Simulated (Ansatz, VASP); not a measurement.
One calculation of WS2, two programs

The input INCAR:

```
  PREC = Accurate
  ENCUT = 520
  EDIFF = 1E-6
  ISMEAR = 0
  SIGMA = 0.02
  LREAL = F
  LASPH = T
  NELM = 80
  ALGO = Normal
  ISIF = 2
  LWAVE = F
  LCHARG = F
  LDIPOL = T
  IDIPOL = 3
  DIPOL = 0.5 0.5 0.500
  GGA = PE
  IVDW = 12
  NBANDS = 20
```

Contents of KPOINTS:

```
regular mesh
0
Gamma
  12 12 1
```

The input POSCAR:

```
WS2
1.0
    3.0330000000      0.0000000000      0.0000000000
   -1.5165000000      2.6266550497      0.0000000000
    0.0000000000      0.0000000000     32.2910878415
S W
2 1
Direct
    0.3333333333      0.6666666667      0.4473909859
    0.3333333333      0.6666666667      0.5526212592
    0.6666666667      0.3333333333      0.5000061200
```

Input for Ansatz:

```yaml
crystal:
  lattice:
    - [3.033, 0.0, 0.0]
    - [-1.5165, 2.6266550497, 0.0]
    - [0.0, 0.0, 32.2910878415]
  atoms:
    - { symbol: S, position: [0.3333333333, 0.6666666667, 0.4473909859] }
    - { symbol: W, position: [0.6666666667, 0.3333333333, 0.50000612] }
    - { symbol: S, position: [0.3333333333, 0.6666666667, 0.5526212592] }
  periodic: [true, true, false]
basis:
  ecutwfc: 420
kpoints:
  mp_grid: { grid: [12, 12, 1] }
hamiltonian:
  xc: pbe
  pseudopotentials: { kind: paw, azcp: { folder: soft_1 } }
  dispersion: d3bj
scf:
  occupations: { method: gaussian, width: 0.02 }
output:
  forces: true
  stress: true
  eigenvalues: true
```

Alike in both runs: task single point; functional PBE; dispersion D3(BJ); k mesh 12 × 12 × 1; occupations gaussian, width 0.02 eV; no spin polarisation.

|  | VASP | Ansatz |
| --- | --- | --- |
| version | VASP 6.6.1 | Ansatz 0.2.0 |
| potentials or method | VASP PAW PBE potentials, release 64 (S, W_sv), cutoff 520 eV | scalar-relativistic, plane waves, PAW |
| valence electrons in the cell | 26 | 26 |

VASP gave:

```
gap on the k mesh at the Fermi level (eV) : 1.46
least direct gap on the mesh (eV)         : 2.26
rms of the force components (eV/Å)        : 0.660
```

Q: What did Ansatz give for the same quantities?

A: gap on the k mesh at the Fermi level (eV): 1.46; least direct gap on the mesh (eV): 2.25; rms of the force components (eV/Å): 0.661.

Spin-orbit coupling is off throughout.
